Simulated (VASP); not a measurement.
SnO2, 6 atoms in the cell. Symmetry: Pnnm, No. 58, orthorhombic system. Conventional cell: a = 4.828 Å, b = 4.828 Å, c = 3.238 Å, α = 90.00°, β = 90.00°, γ = 90.00°. Sn (site symmetry 2/m) has 6 O at 2.09 to 2.10 Å within 2.8 Å. Within 2.8 Å of O (site symmetry m) lie 3 Sn at 2.09 to 2.10 Å and 1 O at 2.65 Å. 

| Item | Value |
| --- | --- |
| Program | VASP 6.6.1 |
| Task | single point |
| Functional | RPBE |
| Potentials or basis | VASP PAW PBE potentials, release 64 (Sn_d, O) |
| Cutoff | 600 eV |
| k mesh | 6 × 6 × 8 |
| Occupations | gaussian, width 0.05 eV |
| Spin | no spin polarisation |
| Dipole correction | no |
| Further INCAR settings | ALGO = Normal; EDIFF = 1e-06; NBANDS = 35; ISYM = 0 |

Potentials or basis: VASP PAW PBE potentials, release 64 (Sn_d, O).

Run with:

```sh
$ cat potpaw_PBE.64/Sn_d/POTCAR potpaw_PBE.64/O/POTCAR > POTCAR
$ mpirun -np 1 vasp_std > vasp.out
```

Hardware: 1 thread of Oxide Virtual Turin-like Processor, on a shared host.

Task: How long does it take, and how much memory?

Result: It took 5.3 min on 1 thread of Oxide Virtual Turin-like Processor (shared host), peak memory 0.44 GiB. Counts: scf iterations 14, k points 148.
